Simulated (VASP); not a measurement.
# HgTe (F-43m) in VASP: a series of runs, part 3 of 3

VASP 6.6.1. The steps go on from the part before.

## (6) Single point, LDA (volume scaled by 1.05)

INCAR reads:

```
SYSTEM = HgTe
ALGO = Normal
EDIFF = 1E-7
ENCUT = 520
ISIF = 2
ISMEAR = -1
LASPH = .TRUE.
LCHARG = .FALSE.
LREAL = .FALSE.
LWAVE = .FALSE.
NBANDS = 16
NELM = 100
PREC = Accurate
SIGMA = 0.03
```

KPOINTS reads:

```
k-points
0
G
  11 11 11
  0 0 0
```

POSCAR reads:

```
HgTe
1.0
    0.0000000000      3.2763536562      3.2763536562
    3.2763536562      0.0000000000      3.2763536562
    3.2763536562      3.2763536562      0.0000000000
Hg Te
1 1
Direct
    0.0000000000      0.0000000000      0.0000000000
    0.7500000000      0.7500000000      0.7500000000
```

Potentials or basis: VASP PAW LDA potentials, release 64 (Hg, Te).

Run with:

```bash
> cat potpaw_LDA.64/Hg/POTCAR potpaw_LDA.64/Te/POTCAR > POTCAR
> mpirun -np 1 vasp_std > vasp.out
```

OUTCAR:

```text
SYSTEM = HgTe
   EDIFF = 1E-7
   ENCUT = 520
   ISIF = 2
   ISMEAR = -1
   LASPH = .TRUE.
   LREAL = .FALSE.
   NELM = 100
   PREC = Accurate

 ion  position               nearest neighbor table
   1  0.000  0.000  0.000-   2 2.84   2 2.84   2 2.84   2 2.84
   2  0.750  0.750  0.750-   1 2.84   1 2.84   1 2.84   1 2.84

  LATTYP: Found a face centered cubic cell.
 ALAT       =     6.5527073124

  Lattice vectors:

 A1 = (   0.0000000000,   3.2763536562,   3.2763536562)
 A2 = (   3.2763536562,   0.0000000000,   3.2763536562)
 A3 = (   3.2763536562,   3.2763536562,   0.0000000000)

Analysis of symmetry for initial positions (statically):
=====================================================================
 Subroutine PRICEL returns:
 Original cell was already a primitive cell.

 Routine SETGRP: Setting up the symmetry group for a
 face centered cubic supercell.

 Subroutine GETGRP returns: Found 24 space group operations
 (whereof 24 operations were pure point group operations)
 out of a pool of 48 trial point group operations.

The static configuration has the point symmetry T_d .

Analysis of symmetry for dynamics (positions and initial velocities):
=====================================================================
 Subroutine PRICEL returns:
 Original cell was already a primitive cell.

 Routine SETGRP: Setting up the symmetry group for a
 face centered cubic supercell.

 Subroutine GETGRP returns: Found 24 space group operations
 (whereof 24 operations were pure point group operations)
 out of a pool of 48 trial point group operations.

The dynamic configuration has the point symmetry T_d .

 Subroutine INISYM returns: Found 24 space group operations
 (whereof 24 operations are pure point group operations),
 and found     1 'primitive' translations

----------------------------------------------------------------------------------------

                                     Primitive cell

  volume of cell :      70.3400

[... 102 lines left out ...]
   EFERMI =   0.00;   METHOD = LEGACY
   ISMEAR =    -1;   SIGMA  =   0.03  broadening in eV -4-tet -1-fermi 0-gaus
   EFERMI_NEDOS =   21; number of points for ismear=-14 and -15
   IALGO  =     38    algorithm
   IMIX   =      4    mixing-type and parameters
     AMIX     =   0.40;   BMIX     =  1.00
     AMIX_MAG =   1.60;   BMIX_MAG =  1.00
  volume/ion in A,a.u.               =      35.17       237.34
  Fermi-wavevector in a.u.,A,eV,Ry     =   1.039357  1.964101 14.697880  1.080264
  Thomas-Fermi vector in A             =   2.173884
   LORBIT       =      0    0 simple, 1 ext, 2 COOP (PROOUT), +10 PAW based schemes
   GGA     = CA    functional components
   LHFCALC =     F    Hartree Fock is set to
   AEXX    =    0.0000 exact exchange contribution
   IVDW    =     0    specifies the selected vdW correction
   LEPSILON=     F    determine dielectric tensor
   LRPA    =     F    only Hartree local field effects (RPA)
 non-spin polarized calculation
  energy-cutoff  :      520.00
  volume of cell :       70.34
 maximum number of plane-waves:      1917
   NGX = 17   NGY = 17   NGZ = 17

 number of electron      18.0000002 magnetization

 Free energy of the ion-electron system (eV)
  ---------------------------------------------------
  ext. energy  EPLUGINS =         0.00000000
  ---------------------------------------------------
  free energy    TOTEN  =        -5.01703053 eV

  energy without entropy =       -5.01688169  energy(sigma->0) =       -5.01695611

 E-fermi :   2.5082     XC(G=0):  -8.9221

 val. band max:        2.4719763731   @ k =   0.0000   0.0000   0.0000
 cond. band min:       2.8616172071   @ k =   0.0909   0.0000   0.0000
 fundamental gap:      0.3896408340
 Fermi energy:         2.5082015752

 k-point     1 :       0.0000    0.0000    0.0000
  band No.  band energies     occupation
      1      -9.2842      2.00000
      2      -4.6696      2.00000
      3      -4.6696      2.00000
      4      -4.6696      2.00000
      5      -4.1849      2.00000
      6      -4.1849      2.00000
[... 433 lines left out ...]
      3      -4.5664      2.00000
      4      -4.4659      2.00000
      5      -4.2051      2.00000
      6      -4.1608      2.00000
[... 8 lines left out ...]
     15      11.4155      0.00000
     16      11.6709      0.00000

 [... further k-points ...]
[... 5 lines left out ...]
  --------------------------------------------------------------------------------------
  -------------------------------------------------------------------------------------
  Total       -0.8970538     -0.8970538     -0.8970538      0.0000000      0.0000000      0.0000000
  in kB      -20.4327467    -20.4327467    -20.4327467      0.0000000      0.0000000      0.0000000
  external PRESSURE =     -20.4327467 kB  Pullay stress =       0.0000000 kB

 VOLUME and BASIS-vectors are now :
 -----------------------------------------------------------------------------
  energy-cutoff  :      520.00
  volume of cell :       70.34
      direct lattice vectors                 reciprocal lattice vectors
     0.000000000  3.276353656  3.276353656    -0.152608678  0.152608678  0.152608678
     3.276353656  0.000000000  3.276353656     0.152608678 -0.152608678  0.152608678
     3.276353656  3.276353656  0.000000000     0.152608678  0.152608678 -0.152608678

 POSITION                                       TOTAL-FORCE (eV/Angst)
 -----------------------------------------------------------------------------------
      0.00000      0.00000      0.00000         0.000000      0.000000      0.000000
      4.91453      4.91453      4.91453        -0.000000     -0.000000     -0.000000
 -----------------------------------------------------------------------------------
    total drift:                                0.000000      0.000000      0.000000

  FREE ENERGIE OF THE ION-ELECTRON SYSTEM (eV)
  ---------------------------------------------------
  free  energy   TOTEN  =        -5.0170305349 eV

  energy  without entropy=       -5.0168816871  energy(sigma->0) =       -5.01695611
```

OSZICAR:

```text
N       E                     dE             d eps       ncg     rms          rms(c)
DAV:   1     0.104365151630E+03    0.10437E+03   -0.79085E+03  1800   0.966E+02
DAV:   2    -0.145395305050E+01   -0.10582E+03   -0.99216E+02  2040   0.226E+02
DAV:   3    -0.520105005008E+01   -0.37471E+01   -0.37379E+01  2208   0.442E+01
DAV:   4    -0.523785031424E+01   -0.36800E-01   -0.36798E-01  2608   0.392E+00
DAV:   5    -0.523802029468E+01   -0.16998E-03   -0.16998E-03  2368   0.220E-01    0.699E+00
DAV:   6    -0.503270574517E+01    0.20531E+00   -0.39099E-01  2160   0.839E+00    0.561E+00
DAV:   7    -0.502002179218E+01    0.12684E-01   -0.83465E-02  2176   0.197E+00    0.209E+00
DAV:   8    -0.501737514018E+01    0.26467E-02   -0.88817E-03  1944   0.109E+00    0.473E-01
DAV:   9    -0.501703241854E+01    0.34272E-03   -0.66180E-04  2352   0.278E-01    0.944E-02
DAV:  10    -0.501702938357E+01    0.30350E-05   -0.64235E-05  2192   0.720E-02    0.467E-02
DAV:  11    -0.501703112745E+01   -0.17439E-05   -0.10448E-05  2312   0.244E-02    0.169E-02
DAV:  12    -0.501703052090E+01    0.60655E-06   -0.16028E-06  1968   0.864E-03    0.952E-03
DAV:  13    -0.501703053491E+01   -0.14003E-07   -0.13104E-07  2136   0.244E-03
   1 F= -.50170305E+01 E0= -.50169561E+01  d E =-.148848E-03
```

It took 52 s on 1 thread of Intel Xeon 6975P-C, shared host; peak memory 0.22 GiB.

Results:

```yaml
Free_energy: -5.0170 eV
Pressure: -2.0 GPa
Band_gap_on_the_k_mesh: zero (filled and empty bands touch)
```

Levels at points of the mesh, in eV from the Fermi level:
```csv
k point,band 6,band 7,band 8,band 9,band 10,band 11,band 12,band 13
"(0.00, 0.00, 0.00)",-6.69,-1.00,-0.04,-0.04,-0.04,4.19,4.19,4.19
```

Caveat: spin-orbit coupling is left out, which moves the levels of the heavy elements.

## (7) The runs side by side

```csv
cell,gap on the mesh (eV),pressure (GPa)
"a = 4.481 Å, angles 60.0°, 2 atoms",none,2.8
"a = 4.520 Å, angles 60.0°, 2 atoms",none,1.3
"a = 4.559 Å, angles 60.0°, 2 atoms",none,0.0
"a = 4.596 Å, angles 60.0°, 2 atoms",none,-1.1
"a = 4.633 Å, angles 60.0°, 2 atoms",none,-2.0
```

Alike in all rows: task single point; level LDA; potentials or basis VASP PAW LDA potentials, release 64 (Hg, Te); no spin polarisation; k mesh 11 × 11 × 11; cutoff (eV) 520; smearing fermi-dirac 0.03 eV.

Caveats: spin-orbit coupling is left out, which moves the levels of the heavy elements.

Absolute energies hang on the potentials; compare differences alone.
